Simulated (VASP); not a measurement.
A run of VASP 6.6.1:

Contents of INCAR:

```
SYSTEM = W
ALGO = Normal
EDIFF = 1E-6
ENCUT = 520
GGA = PE
ISIF = 2
ISMEAR = -1
LASPH = .TRUE.
LCHARG = .FALSE.
LREAL = .FALSE.
LWAVE = .FALSE.
NBANDS = 13
NELM = 100
PREC = Accurate
SIGMA = 0.06122561905347299
```

Contents of KPOINTS:

```
k-points
0
G
  21 21 21
  0 0 0
```

File POSCAR:

```
W
1.0
    2.5880565217      0.0000000000      0.0000000000
    0.0000000000      2.5880565217      0.0000000000
    0.0000000000      0.0000000000      2.5880565217
W
1
Direct
    0.0000000000      0.0000000000      0.0000000000
```

Potentials or basis: VASP PAW PBE potentials, release 64 (W_sv).

Launch:

```bash
$ cat potpaw_PBE.64/W_sv/POTCAR > POTCAR
$ mpirun -np 1 vasp_std > vasp.out
```

Hardware: 1 thread of Intel(R) Xeon(R) 6975P-C (Granite Rapids) (shared host).

Task: How long does it take, and how much memory?

Result: Wall time 14 s on 1 thread of Intel(R) Xeon(R) 6975P-C (Granite Rapids), with other jobs on the host, peak memory 0.17 GiB. Counts: scf iterations 11, k points 286.
